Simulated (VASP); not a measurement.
Here is a VASP 6.6.1 calculation.

Contents of INCAR:

```
ALGO = Normal
EDIFF = 1E-6
ENCUT = 600
GGA = PE
GGA_COMPAT = False
ISIF = 2
ISMEAR = 0
LASPH = True
LCHARG = False
LREAL = False
LWAVE = False
NBANDS = 31
NELM = 120
PREC = Accurate
SIGMA = 0.2
```

The input KPOINTS:

```
k-points
0
Gamma
  3 3 4
```

The input POSCAR:

```
Ti2C5
1.0
    4.9139777005      0.0000000000      0.0000000000
    0.0000000000      4.9139777005      0.0000000000
    0.0000000000      0.0000000000      3.6847274274
Ti C
2 5
Direct
    0.5000000000      0.0000000000      0.1593910856
    0.0000000000      0.5000000000      0.1593910856
    0.2835214973      0.5000000000      0.7072968505
    0.7164785027      0.5000000000      0.7072968505
    0.5000000000      0.2835214973      0.7072968505
    0.5000000000      0.7164785027      0.7072968505
    0.5000000000      0.5000000000      0.0409621670
```

Potentials or basis: VASP PAW PBE potentials, release 64 (Ti_sv, C).

The run is started by

```console
$ cat potpaw_PBE.64/Ti_sv/POTCAR potpaw_PBE.64/C/POTCAR > POTCAR
$ mpirun -np 1 vasp_std > vasp.out
```

(1) Predict the largest force.

(2) Predict the pressure.

(3) Estimate the band gap on the k mesh.

Answers

(1) 0.157 eV/Å.

(2) 0.2 GPa.

(3) zero (bands 22 and 23 overlap by 0.49 eV).

Caveat: the k points lie up to 0.43 Å⁻¹ apart.
